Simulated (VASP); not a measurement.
ScAl3, 4 atoms in the cell. The structure is tetragonal, space group I4/mmm (No. 139). The conventional cell has a = 4.099 Å, b = 4.099 Å, c = 9.006 Å, α = 90.00°, β = 90.00°, γ = 90.00°. Sc (site symmetry 4/mmm) has 12 Al at 2.90 to 3.04 Å within 3.8 Å. Al (site symmetry -4m2) has 8 Al at 2.90 to 3.04 Å and 4 Sc at 3.04 Å within 3.8 Å. Al (site symmetry 4/mmm) has 4 Sc at 2.90 Å and 8 Al at 3.04 Å within 3.8 Å. 

| Item | Value |
| --- | --- |
| Program | VASP 6.6.1 |
| Task | single point |
| Functional | PBE |
| Potentials or basis | VASP PAW PBE potentials, release 64 (Sc_sv, Al) |
| Cutoff | 520 eV |
| k mesh | 14 × 14 × 14 |
| Occupations | gaussian, width 0.1 eV |
| Spin | no spin polarisation |
| Dipole correction | no |
| Further INCAR settings | ALGO = Fast; EDIFF = 1e-06; NBANDS = 18 |

Potentials or basis: VASP PAW PBE potentials, release 64 (Sc_sv, Al).

Launch:

```sh
$ cat potpaw_PBE.64/Sc_sv/POTCAR potpaw_PBE.64/Al/POTCAR > POTCAR
$ mpirun -np 1 vasp_std > vasp.out
```

Hardware: 1 thread of Intel(R) Xeon(R) 6975P-C (Granite Rapids) (shared host).

How long does it take, and how much memory?

Wall time 4 min on 1 thread of Intel(R) Xeon(R) 6975P-C (Granite Rapids) (shared host), peak memory 0.48 GiB. Counts: scf iterations 17, k points 244.
